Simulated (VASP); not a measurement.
# Gd (P6_3/mmc) in VASP: settings compared

Aim: see how the results for Gd move with the level of theory and the settings. Levels: PBEsol, LDA. Tasks: single point.

All numbers are computed with VASP 6.6.1; they aren't measurements. Logs are shortened: lines on timing, memory, paths and dates and some standing lists are left out, and cuts for length are marked.

## 1. The cell of the first run

The structure is hexagonal, space group P6_3/mmc (No. 194). The conventional cell has a = 3.562 Å, b = 3.562 Å, c = 5.665 Å, α = 90.00°, β = 90.00°, γ = 120.00°. Gd (site symmetry -6m2) has 12 Gd at 3.50 to 3.56 Å within 4.6 Å.

## 2. Single point, PBEsol, collinear spin, ferromagnetic start

File INCAR:

```
SYSTEM = Gd
ALGO = Normal
EDIFF = 1E-7
ENCUT = 520
GGA = PS
ISIF = 2
ISMEAR = -1
ISPIN = 2
LASPH = .TRUE.
LCHARG = .FALSE.
LMAXMIX = 6
LORBIT = 11
LREAL = .FALSE.
LWAVE = .FALSE.
MAGMOM = 7 7
NBANDS = 29
NELM = 150
PREC = Accurate
SIGMA = 0.05
```

File KPOINTS:

```
k-points
0
G
  8 8 5
  0 0 0
```

File POSCAR:

```
Gd
1.0
    3.5617750913      0.0000000000      0.0000000000
   -1.7808875456      3.0845877117      0.0000000000
    0.0000000000      0.0000000000      5.6645546323
Gd
2
Direct
    0.6666666667      0.3333333333      0.7500000000
    0.3333333333      0.6666666667      0.2500000000
```

Potentials or basis: VASP PAW PBE potentials, release 64 (Gd).

Run with:

```console
cat potpaw_PBE.64/Gd/POTCAR > POTCAR
mpirun -np 1 vasp_std > vasp.out
```

OUTCAR:

```text
SYSTEM = Gd
   EDIFF = 1E-7
   ENCUT = 520
   GGA = PS
   ISIF = 2
   ISMEAR = -1
   ISPIN = 2
   LASPH = .TRUE.
   LORBIT = 11
   LREAL = .FALSE.
   NELM = 150
   PREC = Accurate

 ion  position               nearest neighbor table
   1  0.667  0.333  0.750-   2 3.50   2 3.50   2 3.50   2 3.50   2 3.50   2 3.50
   2  0.333  0.667  0.250-   1 3.50   1 3.50   1 3.50   1 3.50   1 3.50   1 3.50

  LATTYP: Found a hexagonal cell.
 ALAT       =     3.5617750913
 C/A-ratio  =     1.5903740374

  Lattice vectors:

 A1 = (   3.5617750913,   0.0000000000,   0.0000000000)
 A2 = (  -1.7808875456,   3.0845877117,   0.0000000000)
 A3 = (   0.0000000000,   0.0000000000,   5.6645546323)

Analysis of symmetry for initial positions (statically):
=====================================================================
 Subroutine PRICEL returns:
 Original cell was already a primitive cell.

 Routine SETGRP: Setting up the symmetry group for a
 hexagonal supercell.

 Subroutine GETGRP returns: Found 24 space group operations
 (whereof 12 operations were pure point group operations)
 out of a pool of 24 trial point group operations.

The static configuration has the point symmetry D_3d.
 The point group associated with its full space group is D_6h.

Analysis of symmetry for dynamics (positions and initial velocities):
=====================================================================
 Subroutine PRICEL returns:
 Original cell was already a primitive cell.

 Routine SETGRP: Setting up the symmetry group for a
 hexagonal supercell.

 Subroutine GETGRP returns: Found 24 space group operations
 (whereof 12 operations were pure point group operations)
 out of a pool of 24 trial point group operations.

The dynamic configuration has the point symmetry D_3d.
 The point group associated with its full space group is D_6h.

Analysis of structural, dynamic, and magnetic symmetry:
=====================================================================
 Subroutine PRICEL returns:
 Original cell was already a primitive cell.

 Routine SETGRP: Setting up the symmetry group for a
 hexagonal supercell.

 Subroutine GETGRP returns: Found 24 space group operations
 (whereof 12 operations were pure point group operations)
 out of a pool of 24 trial point group operations.

The overall configuration has the point symmetry D_3d.
[... 120 lines left out ...]
     AMIX_MAG =   1.60;   BMIX_MAG =  1.00
  volume/ion in A,a.u.               =      31.12       209.99
  Fermi-wavevector in a.u.,A,eV,Ry     =   1.364057  2.577694 25.315703  1.860652
  Thomas-Fermi vector in A             =   2.490406
   LORBIT       =     11    0 simple, 1 ext, 2 COOP (PROOUT), +10 PAW based schemes
   GGA     = PS    functional components
   LHFCALC =     F    Hartree Fock is set to
   AEXX    =    0.0000 exact exchange contribution
   IVDW    =     0    specifies the selected vdW correction
   LEPSILON=     F    determine dielectric tensor
   LRPA    =     F    only Hartree local field effects (RPA)
 spin polarized calculation
  energy-cutoff  :      520.00
  volume of cell :       62.23
 maximum number of plane-waves:      1713
 NGX is ok and might be reduce to    28
   NGX = 13   NGY = 13   NGZ = 21

 number of electron      35.9999993 magnetization      15.1529212

 Free energy of the ion-electron system (eV)
  ---------------------------------------------------
  ext. energy  EPLUGINS =         0.00000000
  ---------------------------------------------------
  free energy    TOTEN  =       -24.07303802 eV

  energy without entropy =      -24.04280627  energy(sigma->0) =      -24.05792214

 E-fermi :   3.1121     XC(G=0): -10.3895

 val. band max:        3.1070602882   @ k =   0.2500   0.2500   0.0000
 cond. band min:       3.1180465908   @ k =   0.2500   0.0000   0.2000
 fundamental gap:      0.0109863027
 Fermi energy:         3.1120705635

 spin component 1

 k-point     1 :       0.0000    0.0000    0.0000
  band No.  band energies     occupation
      1     -42.0316      1.00000
      2     -41.9404      1.00000
      3     -19.8795      1.00000
      4     -19.1320      1.00000
      5     -19.1320      1.00000
      6     -19.0031      1.00000
[... 757 lines left out ...]
     28       4.5556      0.00000
     29       5.2893      0.00000

 [... further k-points ...]

 spin component 2

 k-point     1 :       0.0000    0.0000    0.0000
  band No.  band energies     occupation
      1     -38.8294      1.00000
      2     -38.7154      1.00000
      3     -17.6486      1.00000
      4     -16.7403      1.00000
      5     -16.7403      1.00000
      6     -16.5890      1.00000
[... 757 lines left out ...]
     28       5.7838      0.00000
     29       6.4554      0.00000

 [... further k-points ...]

------------------------ aborting loop because EDIFF is reached ----------------------------------------

  FORCE on cell =-STRESS in cart. coord.  units (eV):
  Direction    XX          YY          ZZ          XY          YZ          ZX
  --------------------------------------------------------------------------------------
  -------------------------------------------------------------------------------------
  Total        0.1160047      0.1160047      0.2534021      0.0000000      0.0000000      0.0000000
  in kB        2.9864597      2.9864597      6.5236613      0.0000000      0.0000000      0.0000000
  external PRESSURE =       4.1655269 kB  Pullay stress =       0.0000000 kB

 VOLUME and BASIS-vectors are now :
 -----------------------------------------------------------------------------
  energy-cutoff  :      520.00
  volume of cell :       62.23
      direct lattice vectors                 reciprocal lattice vectors
     3.561775091  0.000000000  0.000000000     0.280758884  0.162096217  0.000000000
    -1.780887546  3.084587712  0.000000000     0.000000000  0.324192435  0.000000000
     0.000000000  0.000000000  5.664554632     0.000000000  0.000000000  0.176536385

 POSITION                                       TOTAL-FORCE (eV/Angst)
 -----------------------------------------------------------------------------------
      1.78089      1.02820      4.24842         0.000000      0.000000      0.000000
     -0.00000      2.05639      1.41614        -0.000000      0.000000      0.000000
 -----------------------------------------------------------------------------------
    total drift:                                0.000000     -0.000000      0.000000

  FREE ENERGIE OF THE ION-ELECTRON SYSTEM (eV)
  ---------------------------------------------------
  free  energy   TOTEN  =       -24.0730380228 eV

  energy  without entropy=      -24.0428062672  energy(sigma->0) =      -24.05792214

 total charge

# of ion       s       p       d       f       tot
--------------------------------------------------
    1        2.076   5.546   0.605   6.978  15.205
    2        2.076   5.546   0.605   6.978  15.205
--------------------------------------------------
tot          4.153  11.091   1.209  13.956  30.409

 magnetization (x)

# of ion       s       p       d       f       tot
--------------------------------------------------
    1        0.005  -0.043   0.211   6.815   6.989
    2        0.005  -0.043   0.211   6.815   6.989
--------------------------------------------------
tot          0.011  -0.085   0.421  13.630  13.977
```

OSZICAR:

```text
N       E                     dE             d eps       ncg     rms          rms(c)
DAV:   1     0.258708838262E+03    0.25871E+03   -0.11870E+04  4770   0.609E+03
DAV:   2     0.402872986460E+02   -0.21842E+03   -0.19525E+03  5128   0.429E+02
[... 24 lines left out ...]
DAV:  27    -0.240730599209E+02   -0.87919E-05   -0.73145E-06  6006   0.500E-02    0.239E-01
DAV:  28    -0.240730361720E+02    0.23749E-04   -0.10863E-04  4566   0.228E-01    0.616E-02
DAV:  29    -0.240730378648E+02   -0.16929E-05   -0.25716E-05  6491   0.634E-02    0.115E-01
DAV:  30    -0.240730378816E+02   -0.16803E-07   -0.41948E-06  5696   0.257E-02    0.699E-02
DAV:  31    -0.240730380313E+02   -0.14965E-06   -0.39220E-07  4240   0.121E-02    0.751E-02
DAV:  32    -0.240730380228E+02    0.85438E-08   -0.51542E-08  2639   0.404E-03
   1 F= -.24073038E+02 E0= -.24057922E+02  d E =-.302318E-01  mag=    15.1531
```

stdout:

```text
POSCAR found type information on POSCAR Gd
 POSCAR found :  1 types and       2 ions
 scaLAPACK will be used
 -----------------------------------------------------------------------------
|                                                                             |
|                                                                             |
|     You enforced a specific xc type in the INCAR file but a different       |
|     I HOPE YOU KNOW WHAT YOU ARE DOING!                                     |
|                                                                             |
 -----------------------------------------------------------------------------

 LDA part: xc-table for (Slater+PW92), standard interpolation
 POSCAR, INCAR and KPOINTS ok, starting setup
 FFT: planning ... GRIDC
 FFT: planning ... GRID_SOFT
 FFT: planning ... GRID
 WAVECAR not read
 entering main loop
```

Wall time 8.7 min (1 thread of Intel Xeon 8259CL, shared host); peak memory 0.26 GiB.

Results:

```yaml
Free_energy: -24.0730 eV
Pressure: 0.4 GPa
Net_moment: 15.15 μB per cell
Site_moments: Gd +6.99 μB
Valence_electrons_inside_the_program's_atomic_spheres: Gd 15.21
```

Stress tensor (GPa, compression positive):
```
0.30 0.00 0.00
0.00 0.30 0.00
0.00 0.00 0.65
```

Caveat: the PAW data sets were made with another functional, which shifts forces and pressure a little; spin-orbit coupling is left out, which moves the levels of the heavy elements; semilocal functionals describe open f shells poorly, which spoils levels, moments and volumes. The state reached can hang on the start; a lower one may exist.

## 3. Single point, PBEsol, collinear spin, ferromagnetic start

This run uses another cell than the first one, of 32.44 Å³/atom.

File INCAR:

```
ALGO = Normal ; EDIFF = 1E-6
ENCUT = 520 ; GGA = PS
ISIF = 2 ; ISMEAR = -1
ISPIN = 2 ; LASPH = T
LCHARG = F ; LMAXMIX = 6
LORBIT = 11 ; LREAL = F
LWAVE = F ; MAGMOM = 7 7
NBANDS = 29 ; NELM = 150
PREC = Accurate ; SIGMA = 0.05
```

File KPOINTS:

```
k-points
0
Gamma
  8 8 5
```

File POSCAR:

```
Gd
1.0
    3.6115965801      0.0000000000      0.0000000000
   -1.8057982901      3.1277343867      0.0000000000
    0.0000000000      0.0000000000      5.7437894346
Gd
2
Direct
    0.6666666667      0.3333333333      0.7500000000
    0.3333333333      0.6666666667      0.2500000000
```

Potentials or basis: VASP PAW PBE potentials, release 64 (Gd).

Run with:

```console
cat potpaw_PBE.64/Gd/POTCAR > POTCAR
mpirun -np 1 vasp_std > vasp.out
```

Run time: 7.9 min. Hardware: 1 thread of Intel Xeon 8259CL, shared host; peak memory 0.28 GiB.

The run converged. Its results:

```yaml
Free_energy: -24.0678 eV
Pressure: -1.1 GPa
Net_moment: 15.20 μB per cell
Site_moments: Gd +6.99 μB
Valence_electrons_inside_the_program's_atomic_spheres: Gd 15.18
```

Stress tensor (GPa, compression positive):
```
-1.20  0.00  0.00
 0.00 -1.20  0.00
 0.00  0.00 -0.92
```

Levels at points of the mesh, in eV from the Fermi level:
Spin up:
```
           k point  band 23  band 24  band 25  band 26  band 27  band 28  band 29
(0.00, 0.00, 0.00)    -4.64    -2.51     1.15     1.34     1.34     1.52     1.98
(0.50, 0.00, 0.00)    -2.15    -1.79    -1.33    -0.03     1.06     1.14     1.81
```
Spin down:
```csv
k point,band 6,band 7,band 8,band 9,band 10,band 11,band 12,band 13,band 14,band 15
"(0.00, 0.00, 0.00)",-19.81,-19.81,-19.80,-4.21,-1.51,0.34,0.38,0.43,0.50,0.50
"(0.50, 0.00, 0.00)",-20.15,-20.04,-19.91,-1.11,-0.93,-0.59,0.38,0.44,0.51,0.51
```

Caveat: the PAW data sets were made with another functional, which shifts forces and pressure a little; spin-orbit coupling is left out, which moves the levels of the heavy elements; semilocal functionals describe open f shells poorly, which spoils levels, moments and volumes. The state reached can hang on the start; a lower one may exist.

(Part 1 of 3 ends here.)
